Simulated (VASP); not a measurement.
# CdSe (P6_3mc) in VASP: single point with PBE

Aim: the single point of CdSe with PBE.

All numbers are computed with VASP 6.6.1; they aren't measurements. Logs are shortened: lines on timing, memory, paths and dates and some standing lists are left out, and cuts for length are marked.

## (1) The cell of the first run

Symmetry: P6_3mc, No. 186, hexagonal system. Conventional cell: a = 4.300 Å, b = 4.300 Å, c = 7.020 Å, α = 90.00°, β = 90.00°, γ = 120.00°. Within 3.4 Å of Cd (site symmetry 3m) lie 4 Se at 2.61 to 2.70 Å. Within 3.4 Å of Se (site symmetry 3m) lie 4 Cd at 2.61 to 2.70 Å.

## (2) Single point, PBE, non-collinear spin, zero start, spin-orbit coupling

File INCAR:

```
PREC = Accurate
ENCUT = 500
EDIFF = 1E-6
ISMEAR = -1
SIGMA = 0.1
LREAL = F
LASPH = T
NELM = 200
ALGO = Normal
ISIF = 2
LWAVE = F
LCHARG = F
MAGMOM = 0 0 0 0 0 0 0 0 0 0 0 0
LORBIT = 11
LSORBIT = T
GGA_COMPAT = F
LORBMOM = T
GGA = PE
NBANDS = 50
```

File KPOINTS:

```
Automatic mesh
0
Gamma
  7 7 4
```

File POSCAR:

```
CdSe
1.0
    4.3000000000      0.0000000000      0.0000000000
   -2.1500000000      3.7239092363      0.0000000000
    0.0000000000      0.0000000000      7.0200000000
Cd Se
2 2
Direct
    0.6666666667      0.3333333333      0.5000000000
    0.3333333333      0.6666666667      0.0000000000
    0.6666666667      0.3333333333      0.8850000000
    0.3333333333      0.6666666667      0.3850000000
```

Potentials or basis: VASP PAW PBE potentials, release 64 (Cd, Se).

On the command line:

```bash
$ cat potpaw_PBE.64/Cd/POTCAR potpaw_PBE.64/Se/POTCAR > POTCAR
$ mpirun -np 1 vasp_ncl > vasp.out
```

OUTCAR:

```text
PREC = Accurate
   ENCUT = 500
   EDIFF = 1E-6
   ISMEAR = -1
   LREAL = F
   LASPH = T
   NELM = 200
   ISIF = 2
   LORBIT = 11
   LSORBIT = T
   GGA = PE

 ion  position               nearest neighbor table
   1  0.667  0.333  0.500-   4 2.61   4 2.61   4 2.61   3 2.70
   2  0.333  0.667  0.000-   3 2.61   3 2.61   3 2.61   4 2.70
   3  0.667  0.333  0.885-   2 2.61   2 2.61   2 2.61   1 2.70
   4  0.333  0.667  0.385-   1 2.61   1 2.61   1 2.61   2 2.70

  LATTYP: Found a hexagonal cell.
 ALAT       =     4.3000000000
 C/A-ratio  =     1.6325581395

  Lattice vectors:

 A1 = (   4.3000000000,   0.0000000000,   0.0000000000)
 A2 = (  -2.1500000000,   3.7239092363,   0.0000000000)
 A3 = (   0.0000000000,   0.0000000000,   7.0200000000)

Analysis of symmetry for initial positions (statically):
=====================================================================
 Subroutine PRICEL returns:
 Original cell was already a primitive cell.

 Routine SETGRP: Setting up the symmetry group for a
 hexagonal supercell.

 Subroutine GETGRP returns: Found 12 space group operations
 (whereof  6 operations were pure point group operations)
 out of a pool of 24 trial point group operations.

The static configuration has the point symmetry C_3v.
 The point group associated with its full space group is C_6v.

Analysis of symmetry for dynamics (positions and initial velocities):
=====================================================================
 Subroutine PRICEL returns:
 Original cell was already a primitive cell.

 Routine SETGRP: Setting up the symmetry group for a
 hexagonal supercell.

 Subroutine GETGRP returns: Found 12 space group operations
 (whereof  6 operations were pure point group operations)
 out of a pool of 24 trial point group operations.

The dynamic configuration has the point symmetry C_3v.
 The point group associated with its full space group is C_6v.

Analysis of structural, dynamic, and magnetic symmetry:
=====================================================================
 Subroutine PRICEL returns:
 Original cell was already a primitive cell.

 Routine SETGRP: Setting up the symmetry group for a
 hexagonal supercell.

 Subroutine GETGRP returns: Found 12 space group operations
 (whereof  6 operations were pure point group operations)
 out of a pool of 24 trial point group operations.

The overall configuration has the point symmetry C_3v.
 The point group associated with its full space group is C_6v.

 Subroutine INISYM returns: Found 12 space group operations
 (whereof  6 operations are pure point group operations),
 and found     1 'primitive' translations

----------------------------------------------------------------------------------------

                                     Primitive cell

  volume of cell :     112.4099

  direct lattice vectors                    reciprocal lattice vectors
     4.300000000  0.000000000  0.000000000     0.232558140  0.134267504  0.000000000
    -2.150000000  3.723909236  0.000000000     0.000000000  0.268535009  0.000000000
     0.000000000  0.000000000  7.020000000     0.000000000  0.000000000  0.142450142

  length of vectors
     4.300000000  4.300000000  7.020000000     0.268535009  0.268535009  0.142450142

  position of ions in fractional coordinates (direct lattice)
     0.666666667  0.333333333  0.500000000
     0.333333333  0.666666667  0.000000000
     0.666666667  0.333333333  0.885000000
     0.333333333  0.666666667  0.385000000

  ion indices of the primitive-cell ions
   primitive index   ion index
                 1           1
                 2           2
                 3           3
                 4           4

----------------------------------------------------------------------------------------

 KPOINTS: Automatic mesh

Automatic generation of k-mesh.
 Grid dimensions read from file:
 generate k-points for:    7    7    4

 Generating k-lattice:

  Cartesian coordinates                     Fractional coordinates (reciprocal lattice)
     0.033222591  0.019181072  0.000000000     0.142857143  0.000000000  0.000000000
     0.000000000  0.038362144  0.000000000     0.000000000  0.142857143  0.000000000
     0.000000000  0.000000000  0.035612536     0.000000000  0.000000000  0.250000000

  Length of vectors
     0.038362144  0.038362144  0.035612536

  Shift w.r.t. Gamma in fractional coordinates (k-lattice)
     0.000000000  0.000000000  0.000000000

 Subroutine IBZKPT returns following result:
 ===========================================

 Found     32 irreducible k-points:

 Following reciprocal coordinates:
            Coordinates               Weight
  0.000000  0.000000  0.000000      1.000000
[... 57 lines left out ...]
   ISMEAR =    -1;   SIGMA  =   0.10  broadening in eV -4-tet -1-fermi 0-gaus
   EFERMI_NEDOS =   21; number of points for ismear=-14 and -15
   IALGO  =     38    algorithm
   IMIX   =      4    mixing-type and parameters
     AMIX     =   0.40;   BMIX     =  1.00
     AMIX_MAG =   1.60;   BMIX_MAG =  1.00
  volume/ion in A,a.u.               =      28.10       189.64
  Fermi-wavevector in a.u.,A,eV,Ry     =   1.120059  2.116604 17.068937  1.254531
  Thomas-Fermi vector in A             =   2.256702
   LORBIT       =     11    0 simple, 1 ext, 2 COOP (PROOUT), +10 PAW based schemes
   GGA     = PE    functional components
   LHFCALC =     F    Hartree Fock is set to
   AEXX    =    0.0000 exact exchange contribution
   IVDW    =     0    specifies the selected vdW correction
   LEPSILON=     F    determine dielectric tensor
   LRPA    =     F    only Hartree local field effects (RPA)
  energy-cutoff  :      500.00
  volume of cell :      112.41
 maximum number of plane-waves:      5764
   NGX = 15   NGY = 15   NGZ = 25

 number of electron      36.0000000 magnetization       0.0000000      0.0000000      0.0000000

 number of electron      35.9999998 magnetization      -0.0000000     -0.0000000     -0.0000000

 number of electron      35.9999998 magnetization       0.0000000     -0.0000000     -0.0000000

 number of electron      35.9999998 magnetization       0.0000000     -0.0000000      0.0000000

 Free energy of the ion-electron system (eV)
  ---------------------------------------------------
  ext. energy  EPLUGINS =         0.00000000
  ---------------------------------------------------
  free energy    TOTEN  =       -11.00173375 eV

  energy without entropy =      -11.00071823  energy(sigma->0) =      -11.00122599

 E-fermi :   1.4281     XC(G=0):  -8.8825

 val. band max:        1.0525118123   @ k =   0.0000   0.0000   0.0000
 cond. band min:       1.6394056753   @ k =   0.0000   0.0000   0.0000
 fundamental gap:      0.5868938630
 Fermi energy:         1.4281431650

 k-point     1 :       0.0000    0.0000    0.0000
  band No.  band energies     occupation
      1     -11.6580      1.00000
      2     -11.6580      1.00000
      3     -11.2930      1.00000
      4     -11.2930      1.00000
      5      -7.3050      1.00000
      6      -7.3050      1.00000
[... 1213 lines left out ...]
     47       7.8426      0.00000
     48       7.8542      0.00000

 [... further k-points ...]

 [bands above 48 left out]

------------------------ aborting loop because EDIFF is reached ----------------------------------------

  FORCE on cell =-STRESS in cart. coord.  units (eV):
  Direction    XX          YY          ZZ          XY          YZ          ZX
  --------------------------------------------------------------------------------------
  -------------------------------------------------------------------------------------
  Total        2.8244224      2.8244224      1.3542269      0.0000000      0.0000000      0.0000000
  in kB       40.2564588     40.2564588     19.3017794      0.0000000      0.0000000      0.0000000
  external PRESSURE =      33.2715657 kB  Pullay stress =       0.0000000 kB

 VOLUME and BASIS-vectors are now :
 -----------------------------------------------------------------------------
  energy-cutoff  :      500.00
  volume of cell :      112.41
      direct lattice vectors                 reciprocal lattice vectors
     4.300000000  0.000000000  0.000000000     0.232558140  0.134267504  0.000000000
    -2.150000000  3.723909236  0.000000000     0.000000000  0.268535009  0.000000000
     0.000000000  0.000000000  7.020000000     0.000000000  0.000000000  0.142450142

 POSITION                                       TOTAL-FORCE (eV/Angst)
 -----------------------------------------------------------------------------------
      2.15000      1.24130      3.51000         0.000000     -0.000000      0.291323
     -0.00000      2.48261      0.00000        -0.000000     -0.000000      0.291323
      2.15000      1.24130      6.21270         0.000000     -0.000000     -0.291323
     -0.00000      2.48261      2.70270        -0.000000      0.000000     -0.291323
 -----------------------------------------------------------------------------------
    total drift:                               -0.000000      0.000000      0.000055

  FREE ENERGIE OF THE ION-ELECTRON SYSTEM (eV)
  ---------------------------------------------------
  free  energy   TOTEN  =       -11.0017337471 eV

  energy  without entropy=      -11.0007182282  energy(sigma->0) =      -11.00122599

 orbital moment (x)

 # of ion     p       d       tot
 ----------------------------------------
  1        -0.000  -0.000  -0.000
  2         0.000   0.000   0.000
  3        -0.000  -0.000  -0.000
  4         0.000  -0.000   0.000
 ----------------------------------------
            0.000  -0.000  -0.000

 orbital moment (y)

 # of ion     p       d       tot
 ----------------------------------------
  1         0.000  -0.000  -0.000
  2         0.000   0.000   0.000
  3        -0.000   0.000  -0.000
  4        -0.000  -0.000  -0.000
 ----------------------------------------
           -0.000  -0.000  -0.000

 orbital moment (z)

 # of ion     p       d       tot
 ----------------------------------------
  1         0.000   0.000   0.000
  2        -0.000   0.000   0.000
  3         0.000   0.000   0.000
  4         0.000   0.000   0.000
 ----------------------------------------
           -0.000   0.000   0.000

 Spin-Orbit-Coupling matrix elements

 Ion:    1  E_soc:     -0.0582261
 l=   1
     0.0000000    -0.0026805    -0.0028610
    -0.0026805     0.0000000    -0.0026805
    -0.0028610    -0.0026805     0.0000000
 l=   2
     0.0000000    -0.0013893     0.0000000    -0.0013893    -0.0056010
    -0.0013893     0.0000000    -0.0041789    -0.0013750    -0.0013893
     0.0000000    -0.0041789     0.0000000    -0.0041789     0.0000000
    -0.0013893    -0.0013750    -0.0041789     0.0000000    -0.0013893
    -0.0056010    -0.0013893     0.0000000    -0.0013893     0.0000000
 l=   3
     0.0000000     0.0000000     0.0000000     0.0000000     0.0000000     0.0000000     0.0000000
     0.0000000     0.0000000     0.0000000     0.0000000     0.0000000     0.0000000     0.0000000
     0.0000000     0.0000000     0.0000000     0.0000000     0.0000000     0.0000000     0.0000000
     0.0000000     0.0000000     0.0000000     0.0000000     0.0000000     0.0000000     0.0000000
[... 49 lines left out ...]
 l=   2
     0.0000000    -0.0000010     0.0000000    -0.0000010    -0.0000080
    -0.0000010     0.0000000    -0.0000052    -0.0000001    -0.0000010
     0.0000000    -0.0000052     0.0000000    -0.0000052     0.0000000
    -0.0000010    -0.0000001    -0.0000052     0.0000000    -0.0000010
    -0.0000080    -0.0000010     0.0000000    -0.0000010     0.0000000
 l=   3
     0.0000000     0.0000000     0.0000000     0.0000000     0.0000000     0.0000000     0.0000000
     0.0000000     0.0000000     0.0000000     0.0000000     0.0000000     0.0000000     0.0000000
     0.0000000     0.0000000     0.0000000     0.0000000     0.0000000     0.0000000     0.0000000
     0.0000000     0.0000000     0.0000000     0.0000000     0.0000000     0.0000000     0.0000000
     0.0000000     0.0000000     0.0000000     0.0000000     0.0000000     0.0000000     0.0000000
     0.0000000     0.0000000     0.0000000     0.0000000     0.0000000     0.0000000     0.0000000
     0.0000000     0.0000000     0.0000000     0.0000000     0.0000000     0.0000000     0.0000000

 total charge

# of ion       s       p       d       tot
------------------------------------------
    1        0.445   0.316   9.555  10.316
    2        0.445   0.316   9.555  10.316
    3        1.443   2.400   0.023   3.866
    4        1.443   2.400   0.023   3.866
--------------------------------------------------
tot          3.777   5.432  19.155  28.364

 magnetization (x)

# of ion       s       p       d       tot
------------------------------------------
    1        0.000   0.000   0.000   0.000
    2        0.000  -0.000   0.000   0.000
    3        0.000  -0.000   0.000  -0.000
    4        0.000   0.000   0.000   0.000
--------------------------------------------------
tot          0.000  -0.000   0.000   0.000

 magnetization (y)

# of ion       s       p       d       tot
------------------------------------------
    1        0.000   0.000   0.000   0.000
    2       -0.000   0.000   0.000  -0.000
    3        0.000  -0.000   0.000  -0.000
    4        0.000   0.000   0.000   0.000
--------------------------------------------------
tot          0.000  -0.000   0.000  -0.000

 magnetization (z)

# of ion       s       p       d       tot
------------------------------------------
    1        0.000  -0.000  -0.000  -0.000
    2        0.000  -0.000   0.000   0.000
    3       -0.000   0.000  -0.000   0.000
    4       -0.000   0.000  -0.000   0.000
--------------------------------------------------
tot          0.000  -0.000  -0.000  -0.000
```

It took 9.6 min on 1 thread of Oxide Virtual Turin-like, shared host; peak memory 0.54 GiB.

Results:

```yaml
Free_energy: -11.0017 eV
Pressure: 3.3 GPa
Largest_force: 0.291 eV/Å
Net_moment: 0.00 μB per cell
Valence_electrons_inside_the_program's_atomic_spheres: Cd 10.32; Se 3.87
```

Forces in eV/Å, atoms in the order of the input:
```
Cd   0.000  0.000  0.291
Cd   0.000  0.000  0.291
Se   0.000  0.000 -0.291
Se   0.000  0.000 -0.291
```

Stress tensor (GPa, compression positive):
```
4.03 0.00 0.00
0.00 4.03 0.00
0.00 0.00 1.93
```

Moments on the atoms (μB; x, y, z):
```
Cd  0.00 0.00 0.00
Cd  0.00 0.00 0.00
Se  0.00 0.00 0.00
Se  0.00 0.00 0.00
```

Caveat: the cell stands under pressure.
